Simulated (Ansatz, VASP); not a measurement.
## Two plane-wave programs on SiC

```
CELL_PARAMETERS angstrom
0.06975 2.16068 2.16068
2.16068 0.06975 2.16068
2.16068 2.16068 0.06975
ATOMIC_POSITIONS crystal
Si 0.00175 0.00175 0.00175
C 0.24825 0.24825 0.24825
```

Change from the starting cell: epitaxial_111 strain -4.0%.

Alike in both runs: task single point; functional r2SCAN; k mesh 10 × 10 × 10; no spin polarisation.

|  | VASP | Ansatz |
| --- | --- | --- |
| version | VASP 6.6.1 | Ansatz 0.2.0 |
| potentials or method | VASP PAW PBE potentials, release 64 (Si, C) | plane waves, PAW |
| plane-wave cutoff (eV) | 520 | 500 |
| occupations | gaussian, width 0.01 eV | fixed |
| valence electrons in the cell | 8 | 8 |

|  | VASP | Ansatz | Ansatz less VASP |
| --- | --- | --- | --- |
| gap on the k mesh at the Fermi level (eV) | 1.40 | 1.39 | -0.012 |
| pressure (GPa) | 19.3 | 19.6 | +0.25 |
| traceless stress, the component that is largest in VASP (GPa) | -9.83 | -9.77 | +0.060 |

VASP's potentials were made for PBE, not for r2SCAN.
